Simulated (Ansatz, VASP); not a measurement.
**InSe in VASP and in Ansatz**

```
In Se
1.0
     2.00000    1.15470    8.44000
    -2.00000    1.15470    8.44000
     0.00000   -2.30940    8.44000
In Se
2 2
Direct
  0.00000 0.00000 0.00000
  0.11140 0.11140 0.11140
  0.61650 0.61650 0.61650
  0.82810 0.82810 0.82810
```

Alike in both runs: task single point; functional PBEsol; k mesh 6 × 6 × 6; no spin polarisation.

|  | VASP | Ansatz |
| --- | --- | --- |
| version | VASP 6.6.1 | Ansatz 0.2.0 |
| potentials or method | VASP PAW PBE potentials, release 64 (In_d, Se), cutoff 520 eV | plane waves, PAW |
| occupations | gaussian, width 0.01 eV | fixed |
| valence electrons in the cell | 38 | 58 |

Ansatz gave:

- pressure (GPa): 0.2
- traceless stress, the component that is largest in VASP (GPa): -0.69

What did VASP give for the same quantities?

Pressure (GPa): 0.3; traceless stress, the component that is largest in VASP (GPa): -0.70.

VASP's potentials were made for PBE, not for PBEsol. VASP's potentials hold 38 valence electrons a cell and Ansatz's 58, so a difference there can come from the potentials and not from the codes.
